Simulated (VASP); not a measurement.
A run of VASP 6.6.1 is set up as follows.

INCAR

```
SYSTEM = GaSb
ALGO = Normal ; EDIFF = 1E-6
EDIFFG = -0.001 ; ENCUT = 600
GGA = PE ; IBRION = 2
ISIF = 3 ; ISMEAR = -1
LASPH = .True. ; LCHARG = .False.
LREAL = .False. ; LWAVE = .False.
NELM = 100 ; NSW = 80
PREC = Accurate ; SIGMA = 0.15
```

Contents of KPOINTS:

```
k-points
0
Gamma
  12 12 12
  0 0 0
```

Contents of POSCAR:

```
GaSb
1.0
    0.0000000000      3.1069206342      3.1069206342
    3.1069206342      0.0000000000      3.1069206342
    3.1069206342      3.1069206342      0.0000000000
Ga Sb
1 1
Direct
    0.0000000000      0.0000000000      0.0000000000
    0.2500000000      0.2500000000      0.2500000000
```

Potentials or basis: VASP PAW PBE potentials, release 64 (Ga_d, Sb).

Command:

```console
$ cat potpaw_PBE.64/Ga_d/POTCAR potpaw_PBE.64/Sb/POTCAR > POTCAR
$ mpirun -np 1 vasp_std > vasp.out
```

**Question.** Predict the relaxed cell.

**Answer.** a = 4.397 Å, b = 4.397 Å, c = 4.397 Å, α = 60.00°, β = 60.00°, γ = 60.00°.

**Question.** Estimate the relaxed volume.

**Answer.** 30.06 Å³/atom.

Final structure:
```xyz
2
Lattice="0.0000 3.1092 3.1092 3.1092 0.0000 3.1092 3.1092 3.1092 0.0000" Properties=species:S:1:pos:R:3 pbc="T T T"
Ga    0.0000    0.0000    0.0000
Sb    1.5546    1.5546    1.5546
```
